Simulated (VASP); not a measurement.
Write the native input for VASP 6.6.1 that does the following.

```yaml
Task: single point
Functional: PBEsol
Potentials_or_basis: VASP PAW PBE potentials, release 64 (W_sv, Se)
Cutoff: 520 eV
k_mesh: 9 × 9 × 2
Occupations: gaussian, width 0.05 eV
Spin: no spin polarisation
Dipole_correction: no
Further_INCAR_settings: ALGO = Normal; EDIFF = 1e-06; NBANDS = 35
```

The structure of WSe2 lies in POSCAR:

```
WSe2
1.0
    3.3199329218      0.0000000000      0.0000000000
   -1.6599664609      2.8751462491      0.0000000000
    0.0000000000      0.0000000000     13.7371873000
W Se
2 4
Direct
    0.6666666700      0.3333333300      0.7500000000
    0.3333333300      0.6666666700      0.2500000000
    0.3333333300      0.6666666700      0.8710007900
    0.6666666700      0.3333333300      0.3710007900
    0.3333333300      0.6666666700      0.6289992100
    0.6666666700      0.3333333300      0.1289992100
```

One way to write it, as run:

INCAR

```
PREC = Accurate
ENCUT = 520
EDIFF = 1E-6
ISMEAR = 0
SIGMA = 0.05
LREAL = False
LASPH = True
NELM = 80
ALGO = Normal
ISIF = 2
LWAVE = False
LCHARG = True
GGA = PS
LELF = True
LVHAR = True
NBANDS = 35
```

KPOINTS

```
regular mesh
0
Gamma
  9 9 2
```

Potentials or basis: VASP PAW PBE potentials, release 64 (W_sv, Se).

The run is started by

```bash
$ cat potpaw_PBE.64/W_sv/POTCAR potpaw_PBE.64/Se/POTCAR > POTCAR
$ mpirun -np 1 vasp_std > vasp.out
```

Results of the run:

```
Pressure               : -2.4 GPa
Largest force          : 0.036 eV/Å
Band gap on the k mesh : 1.27 eV, indirect (least direct gap 1.45 eV)
```

Caveat: the PAW data sets were made with another functional, which shifts forces and pressure a little; spin-orbit coupling is left out, which moves the levels of the heavy elements; this functional lacks dispersion, which binds the layers, so the pressure and a relaxed spacing across them are unreliable.

Run time: 4.1 min on 1 thread of AMD EPYC 7R43 64-Core Processor (Zen 3), on a shared host, peak memory 0.28 GiB.
